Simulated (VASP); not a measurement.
A run of VASP 6.6.1:

File INCAR:

```
PREC     = Accurate       # precision mode
ENCUT    = 500            # plane-wave cutoff, eV
EDIFF    = 1E-6           # SCF threshold, eV
ISMEAR   = 0              # smearing method
SIGMA    = 0.1            # smearing width, eV
LREAL    = False          # projectors in reciprocal space
LASPH    = True           # aspherical terms in the spheres
NELM     = 200            # most SCF steps
ALGO     = Normal         # electronic algorithm
ISIF     = 2              # what is computed and relaxed
LWAVE    = False          # write WAVECAR
LCHARG   = False          # write CHGCAR
ISPIN    = 2              # spin polarisation
MAGMOM   = -0.4 -0.4 3 3 3 3 # initial moments
LORBIT   = 11             # projections on sites
NUPDOWN  = 10.0           # fixed moment
LMAXMIX  = 4              # l up to which the mixer works
GGA      = PE             # functional
NBANDS   = 50             # bands
GGA_COMPAT= False
```

KPOINTS

```
Automatic mesh
0
Gamma
  8 8 8
```

Contents of POSCAR:

```
YMn2
1.0
    0.0000000000      3.8300000000      3.8300000000
    3.8300000000      0.0000000000      3.8300000000
    3.8300000000      3.8300000000      0.0000000000
Y Mn
2 4
Direct
    0.5000000000      0.5000000000      0.5000000000
    0.7500000000      0.7500000000      0.7500000000
    0.1250000000      0.1250000000      0.1250000000
    0.6250000000      0.1250000000      0.1250000000
    0.1250000000      0.1250000000      0.6250000000
    0.1250000000      0.6250000000      0.1250000000
```

Potentials or basis: VASP PAW PBE potentials, release 64 (Y_sv, Mn_pv).

Run with:

```sh
$ cat potpaw_PBE.64/Y_sv/POTCAR potpaw_PBE.64/Mn_pv/POTCAR > POTCAR
$ mpirun -np 1 vasp_std > vasp.out
```

Hardware: 1 thread of Oxide Virtual Turin-like Processor (shared host).

Task: How long does it take, and how much memory?

Result: Wall time 13 min on 1 thread of Oxide Virtual Turin-like Processor (shared host), peak memory 0.4 GiB. Counts: scf iterations 19, k points 29.
